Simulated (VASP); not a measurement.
A run of VASP 6.6.1 is set up as follows.

Contents of INCAR:

```
SYSTEM = LaTe
PREC = Accurate
ENCUT = 520
EDIFF = 1E-8
ISMEAR = -1
SIGMA = 0.08
LREAL = .FALSE.
LASPH = .TRUE.
NELM = 80
ALGO = Normal
ISIF = 2
LWAVE = .FALSE.
LCHARG = .FALSE.
GGA = CA
LEFG = .TRUE.
NBANDS = 16
```

File KPOINTS:

```
Automatic mesh
0
G
  10 10 10
  0 0 0
```

The input POSCAR:

```
LaTe
1.0
    0.0000000000      3.2110000000      3.2431100000
    3.2110000000      0.0000000000      3.2431100000
    3.2110000000      3.2110000000      0.0000000000
La Te
1 1
Direct
    0.0000000000      0.0000000000      0.0000000000
    0.5000000000      0.5000000000      0.5000000000
```

Potentials or basis: VASP PAW LDA potentials, release 64 (La, Te).

Command:

```sh
$ cat potpaw_LDA.64/La/POTCAR potpaw_LDA.64/Te/POTCAR > POTCAR
$ mpirun -np 1 vasp_std > vasp.out
```

(1) Estimate the pressure.

Answers

(1) -2.7 GPa.

Caveat: the cell differs from its parent crystal (zz strain of +1 %); without QUAD_EFG the Cq values of the log hold for a quadrupole moment of 1 mb, not for the nuclei.
